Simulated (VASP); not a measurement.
# SrO (P6_3/mmc) in VASP: notebook

The runs below take SrO through single point, with PBEsol+D3(BJ).

All numbers are computed with VASP 6.6.1; they aren't measurements. Logs are shortened: lines on timing, memory, paths and dates and some standing lists are left out, and cuts for length are marked.

### Step 1. The cell of the first run

It takes space group P6_3/mmc (No. 194, hexagonal). The conventional cell has a = 3.405 Å, b = 3.405 Å, c = 5.958 Å, α = 90.00°, β = 90.00°, γ = 120.00°. Within 3.6 Å of Sr (site symmetry -6m2) lie 6 O at 2.47 Å and 12 Sr at 3.41 to 3.57 Å. O (site symmetry -3m) has 6 Sr at 2.47 Å and 8 O at 2.98 to 3.41 Å within 3.5 Å.

### Step 2. Single point, PBEsol+D3(BJ)

File INCAR:

```
ALGO = Normal ; EDIFF = 1E-6
ENCUT = 600 ; GGA = PS
GGA_COMPAT = False ; ISIF = 2
ISMEAR = 1 ; IVDW = 12
LASPH = True ; LCHARG = False
LREAL = False ; LWAVE = False
NBANDS = 24 ; NELM = 120
PREC = Accurate ; SIGMA = 0.02
```

File KPOINTS:

```
k-points
0
Gamma
  6 6 3
```

File POSCAR:

```
SrO
1.0
    3.4050590225      0.0000000000      0.0000000000
   -1.7025295160      2.9488676121      0.0000000000
    0.0000000000      0.0000000000      5.9579427494
Sr O
2 2
Direct
    0.3333333333      0.6666666667      0.2500000000
    0.6666666667      0.3333333333      0.7500000000
    0.0000000000      0.0000000000      0.0000000000
    0.0000000000      0.0000000000      0.5000000000
```

Potentials or basis: VASP PAW PBE potentials, release 64 (Sr_sv, O).

Started as:

```bash
> cat potpaw_PBE.64/Sr_sv/POTCAR potpaw_PBE.64/O/POTCAR > POTCAR
> mpirun -np 1 vasp_std > vasp.out
```

OUTCAR:

```text
EDIFF = 1E-6
   ENCUT = 600
   GGA = PS
   ISIF = 2
   ISMEAR = 1
   IVDW = 12
   LASPH = True
   LREAL = False
   NELM = 120
   PREC = Accurate
 IVDW          = 12

 ion  position               nearest neighbor table
   1  0.333  0.667  0.250-   3 2.47   4 2.47   3 2.47   4 2.47   3 2.47   4 2.47   2 3.57   2 3.57
                             2 3.57   2 3.57   2 3.57   2 3.57   2 4.93   2 4.93   2 4.93   2 4.93
   2  0.667  0.333  0.750-   3 2.47   4 2.47   3 2.47   4 2.47   3 2.47   4 2.47   1 3.57   1 3.57
                             1 3.57   1 3.57   1 3.57   1 3.57   1 4.93   1 4.93   1 4.93   1 4.93
   3  0.000  0.000  0.000-   1 2.47   2 2.47   2 2.47   1 2.47   1 2.47   2 2.47
   4  0.000  0.000  0.500-   1 2.47   2 2.47   2 2.47   1 2.47   1 2.47   2 2.47

  LATTYP: Found a hexagonal cell.
 ALAT       =     3.4050590225
 C/A-ratio  =     1.7497325920

  Lattice vectors:

 A1 = (   3.4050590225,   0.0000000000,   0.0000000000)
 A2 = (  -1.7025295160,   2.9488676121,   0.0000000000)
 A3 = (   0.0000000000,   0.0000000000,   5.9579427494)

Analysis of symmetry for initial positions (statically):
=====================================================================
 Subroutine PRICEL returns:
 Original cell was already a primitive cell.

 Routine SETGRP: Setting up the symmetry group for a
 hexagonal supercell.

 Subroutine GETGRP returns: Found 24 space group operations
 (whereof 12 operations were pure point group operations)
 out of a pool of 24 trial point group operations.

The static configuration has the point symmetry D_3d.
 The point group associated with its full space group is D_6h.

Analysis of symmetry for dynamics (positions and initial velocities):
=====================================================================
 Subroutine PRICEL returns:
 Original cell was already a primitive cell.

 Routine SETGRP: Setting up the symmetry group for a
 hexagonal supercell.

 Subroutine GETGRP returns: Found 24 space group operations
 (whereof 12 operations were pure point group operations)
 out of a pool of 24 trial point group operations.

The dynamic configuration has the point symmetry D_3d.
 The point group associated with its full space group is D_6h.

 Subroutine INISYM returns: Found 24 space group operations
 (whereof 12 operations are pure point group operations),
 and found     1 'primitive' translations

----------------------------------------------------------------------------------------

                                     Primitive cell

  volume of cell :      59.8241

  direct lattice vectors                    reciprocal lattice vectors
     3.405059023  0.000000000  0.000000000     0.293680666  0.169556612  0.000000000
    -1.702529516  2.948867612  0.000000000     0.000000000  0.339113223  0.000000000
     0.000000000  0.000000000  5.957942749     0.000000000  0.000000000  0.167843170

  length of vectors
     3.405059023  3.405059022  5.957942749     0.339113223  0.339113223  0.167843170

  position of ions in fractional coordinates (direct lattice)
     0.333333333  0.666666667  0.250000000
     0.666666667  0.333333333  0.750000000
     0.000000000  0.000000000  0.000000000
     0.000000000  0.000000000  0.500000000

  ion indices of the primitive-cell ions
   primitive index   ion index
                 1           1
                 2           2
                 3           3
                 4           4

----------------------------------------------------------------------------------------

 KPOINTS: k-points

Automatic generation of k-mesh.
 Grid dimensions read from file:
 generate k-points for:    6    6    3

 Generating k-lattice:

  Cartesian coordinates                     Fractional coordinates (reciprocal lattice)
     0.048946778  0.028259435  0.000000000     0.166666667  0.000000000  0.000000000
     0.000000000  0.056518870  0.000000000     0.000000000  0.166666667  0.000000000
     0.000000000  0.000000000  0.055947723     0.000000000  0.000000000  0.333333333

  Length of vectors
     0.056518870  0.056518870  0.055947723

  Shift w.r.t. Gamma in fractional coordinates (k-lattice)
     0.000000000  0.000000000  0.000000000

 Subroutine IBZKPT returns following result:
 ===========================================

 Found     14 irreducible k-points:

 Following reciprocal coordinates:
            Coordinates               Weight
  0.000000  0.000000  0.000000      1.000000
  0.166667 -0.000000  0.000000      6.000000
  0.333333  0.000000  0.000000      6.000000
  0.500000  0.000000  0.000000      3.000000
  0.166667  0.166667  0.000000      6.000000
  0.333333  0.166667  0.000000     12.000000
  0.333333  0.333333  0.000000      2.000000
  0.000000  0.000000  0.333333      2.000000
  0.166667 -0.000000  0.333333     12.000000
  0.333333  0.000000  0.333333     12.000000
  0.500000  0.000000  0.333333      6.000000
  0.166667  0.166667  0.333333     12.000000
  0.333333  0.166667  0.333333     24.000000
  0.333333  0.333333  0.333333      4.000000
   k-points           NKPTS =     14   k-points in BZ     NKDIM =     14   number of bands    NBANDS=     24
   number of dos      NEDOS =    301   number of ions     NIONS =      4
   total plane-waves  NPLWV =  37632
   dimension x,y,z NGX =    28 NGY =   28 NGZ =   48
   dimension x,y,z NGXF=    56 NGYF=   56 NGZF=   96
   ions per type =               2   2
   NGX,Y,Z   is equivalent  to a cutoff of  13.67, 13.67, 13.39 a.u.
   NGXF,Y,Z  is equivalent  to a cutoff of  27.34, 27.34, 26.79 a.u.
 SYSTEM =  unknown system
   PREC   = accura    normal or accurate (medium, high low for compatibility)
   ISTART =      0    job   : 0-new  1-cont  2-samecut
   ICHARG =      2    charge: 1-file 2-atom 10-const
   ISPIN  =      1    spin polarized calculation?
   LNONCOLLINEAR =      F non collinear calculations
   LSORBIT =      F    spin-orbit coupling
   LASPH  =      T    aspherical Exc in radial PAW
   ENCUT  =  600.0 eV  44.10 Ry    6.64 a.u.   6.80  6.80 11.90*2*pi/ulx,y,z
   NELM   =    120;   NELMIN=  2; NELMDL= -5     # of ELM steps
   EDIFF  = 0.1E-05   stopping-criterion for ELM
   LREAL  =      F    real-space projection
   EDIFFG = 0.1E-04   stopping-criterion for IOM
   NSW    =      0    number of steps for IOM
   IBRION =     -1    ionic relax: 0-MD 1-quasi-New 2-CG
   NFREE  =      0    steps in history (QN), initial steepest desc. (CG)
   ISIF   =      2    stress and relaxation
   ISYM   =      2    0-nonsym 1-usesym 2-fastsym
   POTIM  = 0.5000    time-step for ionic-motion
   TEBEG  =    0.0;   TEEND  =   0.0 temperature during run
   PSTRESS=    0.0 pullay stress
   NELECT =      32.0000    total number of electrons
   NUPDOWN=      -1.0000    fix difference up-down
   EMIN   =  10.00;   EMAX   =-10.00  energy-range for DOS
   EFERMI =   0.00;   METHOD = LEGACY
   ISMEAR =     1;   SIGMA  =   0.02  broadening in eV -4-tet -1-fermi 0-gaus
   EFERMI_NEDOS =   21; number of points for ismear=-14 and -15
   IALGO  =     38    algorithm
   IMIX   =      4    mixing-type and parameters
     AMIX     =   0.40;   BMIX     =  1.00
     AMIX_MAG =   1.60;   BMIX_MAG =  1.00
  volume/ion in A,a.u.               =      14.96       100.93
  Fermi-wavevector in a.u.,A,eV,Ry     =   1.328922  2.511298 24.028338  1.766033
  Thomas-Fermi vector in A             =   2.458123
   LORBIT       =      0    0 simple, 1 ext, 2 COOP (PROOUT), +10 PAW based schemes
   GGA     = PS    functional components
   LHFCALC =     F    Hartree Fock is set to
   AEXX    =    0.0000 exact exchange contribution
   IVDW    =    12    specifies the selected vdW correction
   LEPSILON=     F    determine dielectric tensor
   LRPA    =     F    only Hartree local field effects (RPA)
 non-spin polarized calculation
 Methfessel and Paxton  Order N= 1 SIGMA  =   0.02
  energy-cutoff  :      600.00
  volume of cell :       59.82
 maximum number of plane-waves:      2019
 NGX is ok and might be reduce to    28
   NGX = 13   NGY = 13   NGZ = 23

 number of electron      31.9999991 magnetization

 Free energy of the ion-electron system (eV)
  ---------------------------------------------------
  ext. energy  EPLUGINS =         0.00000000
  ---------------------------------------------------
  free energy    TOTEN  =       -24.71687339 eV

  energy without entropy =      -24.71688413  energy(sigma->0) =      -24.71687697

 E-fermi :   2.7886     XC(G=0): -10.8968

 val. band max:        2.7717504760   @ k =   0.0000   0.0000   0.0000
 cond. band min:       5.7114082888   @ k =   0.5000   0.0000   0.0000
 fundamental gap:      2.9396578127
 Fermi energy:         2.7885881200

 k-point     1 :       0.0000    0.0000    0.0000
  band No.  band energies     occupation
      1     -29.7774      2.00000
      2     -29.5802      2.00000
      3     -14.8115      2.00000
      4     -12.9622      2.00000
      5     -11.2931      2.00000
      6     -11.2810      2.00000
[... 16 lines left out ...]
     23      10.4701      0.00000
     24      11.6933      0.00000

 k-point     2 :       0.1667   -0.0000    0.0000
  band No.  band energies     occupation
      1     -29.7171      2.00000
      2     -29.5446      2.00000
      3     -14.5502      2.00000
      4     -13.5326      2.00000
      5     -11.6524      2.00000
      6     -11.4231      2.00000
[... 16 lines left out ...]
     23      11.0215      0.00000
     24      11.1289      0.00000

 k-point     3 :       0.3333    0.0000    0.0000
  band No.  band energies     occupation
      1     -29.5868      2.00000
      2     -29.4787      2.00000
      3     -14.3485      2.00000
      4     -13.8360      2.00000
      5     -12.2994      2.00000
      6     -11.6412      2.00000
[... 16 lines left out ...]
     23      12.1194      0.00000
     24      12.1944      0.00000
[... 244 lines left out ...]
 k-point    13 :       0.3333    0.1667    0.3333
  band No.  band energies     occupation
      1     -29.4975      2.00000
      2     -29.4679      2.00000
      3     -14.4067      2.00000
      4     -13.8329      2.00000
      5     -12.0645      2.00000
      6     -11.9463      2.00000
[... 16 lines left out ...]
     23      12.6877      0.00000
     24      13.0929      0.00000

 k-point    14 :       0.3333    0.3333    0.3333
  band No.  band energies     occupation
      1     -29.4574      2.00000
      2     -29.4574      2.00000
      3     -14.4128      2.00000
      4     -13.6473      2.00000
      5     -12.3791      2.00000
      6     -12.3791      2.00000
[... 16 lines left out ...]
     23      13.4539      0.00000
     24      13.4607      0.00000

------------------------ aborting loop because EDIFF is reached ----------------------------------------

 Edisp (eV)   -1.18925

 E8    (eV) :    -0.8575

  FORCE on cell =-STRESS in cart. coord.  units (eV):
  Direction    XX          YY          ZZ          XY          YZ          ZX
  --------------------------------------------------------------------------------------
  -------------------------------------------------------------------------------------
  Total       3.12678     3.12678     3.74550    -0.00000     0.00000     0.00000
  in kB      83.73978    83.73978   100.31008    -0.00000     0.00000     0.00000
  external pressure =       89.26 kB  Pullay stress =        0.00 kB

 VOLUME and BASIS-vectors are now :
 -----------------------------------------------------------------------------
  energy-cutoff  :      600.00
  volume of cell :       59.82
      direct lattice vectors                 reciprocal lattice vectors
     3.405059023  0.000000000  0.000000000     0.293680666  0.169556612  0.000000000
    -1.702529516  2.948867612  0.000000000     0.000000000  0.339113223  0.000000000
     0.000000000  0.000000000  5.957942749     0.000000000  0.000000000  0.167843170

 POSITION                                       TOTAL-FORCE (eV/Angst)
 -----------------------------------------------------------------------------------
     -0.00000      1.96591      1.48949        -0.000000      0.000000      0.000000
      1.70253      0.98296      4.46846         0.000000     -0.000000      0.000000
      0.00000      0.00000      0.00000        -0.000000      0.000000      0.000000
      0.00000      0.00000      2.97897        -0.000000      0.000000      0.000000
 -----------------------------------------------------------------------------------
    total drift:                               -0.000000      0.000000     -0.000000

  FREE ENERGIE OF THE ION-ELECTRON SYSTEM (eV)
  ---------------------------------------------------
  free  energy   TOTEN  =       -25.9061208673 eV

  energy  without entropy=      -25.9061316041  energy(sigma->0) =      -25.90612445
```

Run time: 16 s. Hardware: 1 thread of Intel Xeon 6975P-C (Granite Rapids), shared host; peak memory 0.2 GiB.

What came out:

- Free energy: -25.9061 eV
- Pressure: 8.9 GPa
- Band gap on the k mesh: 2.94 eV (least direct gap 3.20 eV)
- Dispersion energy per atom: -0.297 eV

Stress tensor (GPa, compression positive):
```
 8.37  0.00  0.00
 0.00  8.37  0.00
 0.00  0.00 10.03
```

Caveat: three body term missing; the cell stands under pressure; the PAW data sets were made with another functional, which shifts forces and pressure a little. A k mesh can miss the band edges.

### Step 3. Single point, PBEsol+D3(BJ)

This run uses another cell than the first one, of 15.64 Å³/atom.

File INCAR:

```
PREC     = Accurate       # precision mode
ENCUT    = 600            # plane-wave cutoff, eV
EDIFF    = 1E-6           # SCF threshold, eV
ISMEAR   = 1              # smearing method
SIGMA    = 0.02           # smearing width, eV
LREAL    = False          # projectors in reciprocal space
LASPH    = True           # aspherical terms in the spheres
NELM     = 120            # most SCF steps
ALGO     = Normal         # electronic algorithm
ISIF     = 2              # what is computed and relaxed
LWAVE    = False          # write WAVECAR
LCHARG   = True           # write CHGCAR
GGA      = PS             # functional
IVDW     = 12             # dispersion correction
LELF     = True           # ELF
LVHAR    = True         
NBANDS   = 24             # bands
GGA_COMPAT= False
```

File KPOINTS:

```
regular mesh
0
Gamma
  6 6 3
```

File POSCAR:

```
SrO
1.0
    3.4558882927      0.0000000000      0.0000000000
   -1.7279441512      2.9928870513      0.0000000000
    0.0000000000      0.0000000000      6.0468803802
Sr O
2 2
Direct
    0.3333333333      0.6666666667      0.2500000000
    0.6666666667      0.3333333333      0.7500000000
    0.0000000000      0.0000000000      0.0000000000
    0.0000000000      0.0000000000      0.5000000000
```

Potentials or basis: VASP PAW PBE potentials, release 64 (Sr_sv, O).

Started as:

```bash
> cat potpaw_PBE.64/Sr_sv/POTCAR potpaw_PBE.64/O/POTCAR > POTCAR
> mpirun -np 1 vasp_std > vasp.out
```

It took 13 s on 1 thread of Intel Xeon 6975P-C (Granite Rapids), shared host; peak memory 0.2 GiB.

Results (log left out):

| Item | Value |
| --- | --- |
| Free energy | -26.0128 eV |
| Pressure | 3.4 GPa |
| Band gap on the k mesh | 2.95 eV (least direct gap 3.21 eV) |
| Dispersion energy per atom | -0.284 eV |

Stress tensor (GPa, compression positive):
```
3.19 0.00 0.00
0.00 3.19 0.00
0.00 0.00 3.91
```

Levels at points of the mesh, in eV from the valence-band top:
```tsv
k point	band 13	band 14	band 15	band 16	band 17	band 18	band 19	band 20
(0.00, 0.00, 0.00)	-1.19	-0.92	-0.92	0.00	3.42	5.10	5.14	6.30
(0.50, 0.00, 0.00)	-1.62	-1.39	-0.55	-0.26	2.95	5.96	6.17	8.56
```

Caveat: three body term missing; the cell stands under pressure; the PAW data sets were made with another functional, which shifts forces and pressure a little.

### Step 4. Single point, PBEsol+D3(BJ)

This run uses another cell than the first one, of 16.32 Å³/atom.

File INCAR:

```
SYSTEM = SrO
ALGO = Normal ; EDIFF = 1E-6
ENCUT = 600 ; GGA = PS
GGA_COMPAT = .FALSE. ; ISIF = 2
ISMEAR = 1 ; IVDW = 12
LASPH = .TRUE. ; LCHARG = .TRUE.
LELF = .TRUE. ; LREAL = .FALSE.
LVHAR = .TRUE. ; LWAVE = .FALSE.
NBANDS = 24 ; NELM = 120
PREC = Accurate ; SIGMA = 0.02
```

File KPOINTS:

```
k-points
0
G
  6 6 3
  0 0 0
```

File POSCAR:

```
SrO
1.0
    3.5052647965      0.0000000000      0.0000000000
   -1.7526324032      3.0356483579      0.0000000000
    0.0000000000      0.0000000000      6.1332760581
Sr O
2 2
Direct
    0.3333333333      0.6666666667      0.2500000000
    0.6666666667      0.3333333333      0.7500000000
    0.0000000000      0.0000000000      0.0000000000
    0.0000000000      0.0000000000      0.5000000000
```

Started as:

```bash
> cat potpaw_PBE.64/Sr_sv/POTCAR potpaw_PBE.64/O/POTCAR > POTCAR
> mpirun -np 1 vasp_std > vasp.out
```

Run time: 14 s. Hardware: 1 thread of Intel Xeon 6975P-C (Granite Rapids), shared host; peak memory 0.2 GiB.

Results (log left out):

| Quantity | Value |
| --- | --- |
| Free energy | -26.0357 eV |
| Pressure | -0.9 GPa |
| Band gap on the k mesh | 2.96 eV (least direct gap 3.16 eV) |
| Dispersion energy per atom | -0.272 eV |

Levels at points of the mesh, in eV from the valence-band top:
| k point | band 14 | band 15 | band 16 | band 17 | band 18 | band 19 |
| --- | --- | --- | --- | --- | --- | --- |
| (0.00, 0.00, 0.00) | -0.85 | -0.85 | 0.00 | 3.16 | 5.04 | 5.08 |
| (0.50, 0.00, 0.00) | -1.38 | -0.54 | -0.26 | 2.96 | 5.79 | 6.03 |

Caveat: three body term missing; the PAW data sets were made with another functional, which shifts forces and pressure a little.

(Part 1 of 2 ends here.)
